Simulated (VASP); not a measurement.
## Y4Zn15Cu: single point with PBE

Y4Zn15Cu:

```
CELL_PARAMETERS angstrom
7.08189 0.05523 -0.04323
0.05523 7.53751 0.03816
-0.04323 0.03816 7.09381
ATOMIC_POSITIONS crystal
Zn 0.66430 0.59284 0.12012
Zn 0.07354 0.68060 0.96923
Zn 0.82338 0.44766 0.41711
Zn 0.12059 0.64820 0.55584
Zn 0.79170 0.35679 0.76796
Zn 0.20290 0.37484 0.86993
Zn 0.17067 0.43094 0.26686
Zn 0.89909 0.29263 0.09705
Zn 0.43647 0.99370 0.47039
Zn 0.69539 0.68539 0.78085
Zn 0.81980 0.79140 0.46024
Zn 0.38380 0.79116 0.91622
Zn 0.62765 0.02101 0.75898
Zn 0.38951 0.70142 0.31072
Zn 0.78442 0.12279 0.41596
Y 0.12737 0.00058 0.23336
Y 0.50788 0.19342 0.09863
Y 0.09302 0.01928 0.73618
Y 0.46201 0.36316 0.55374
Cu 0.81238 0.90998 0.03216
```

```json
{
 "Program": "VASP 6.6.1",
 "Task": "single point",
 "Functional": "PBE",
 "Potentials or basis": "VASP PAW PBE potentials, release 64 (Zn, Y_sv, Cu)",
 "Cutoff": "520 eV",
 "k mesh": "1 × 1 × 1, shifted",
 "Occupations": "fermi-dirac, width 0.05 eV",
 "Spin": "no spin polarisation"
}
```

The pressure is 1.7 GPa. The largest force is 1.164 eV/Å.

Forces on the atoms (eV/Å):
```
Zn   0.174 -0.045 -0.079
Zn  -0.827 -0.289  0.199
Zn   0.729  0.168 -0.172
Zn   0.512 -0.258  0.487
Zn   0.634 -0.203  0.390
Zn  -0.570  0.009  0.350
Zn   0.306 -0.207 -0.184
Zn   0.466  0.113 -0.211
Zn   0.186 -0.114 -0.043
Zn   0.165 -0.194 -0.504
Zn  -0.413  0.628 -0.213
Zn   0.645  0.029  0.331
Zn  -0.095  0.343 -0.519
Zn   0.246 -0.013 -0.273
Zn  -0.128 -0.518  0.145
Y   -0.159 -0.358  0.013
Y   -0.206  0.218 -0.246
Y   -0.409  0.593 -0.320
Y   -0.979  0.353  0.521
Cu  -0.275 -0.254  0.329
```

Stress tensor (GPa, compression positive):
```
 4.72 -3.68  0.74
-3.68 -1.84 -2.58
 0.74 -2.58  2.26
```

Levels at points of the mesh, in eV from the Fermi level:
| k point | band 115 | band 116 | band 117 | band 118 | band 119 | band 120 |
| --- | --- | --- | --- | --- | --- | --- |
| (0.25, 0.25, 0.25) | -0.75 | -0.40 | -0.30 | 0.00 | 0.25 | 0.46 |

It took 2.1 min on 1 thread of Intel(R) Xeon(R) 6975P-C (Granite Rapids) (shared host), peak memory 0.43 GiB.

Caveat: the k points lie up to 0.89 Å⁻¹ apart.
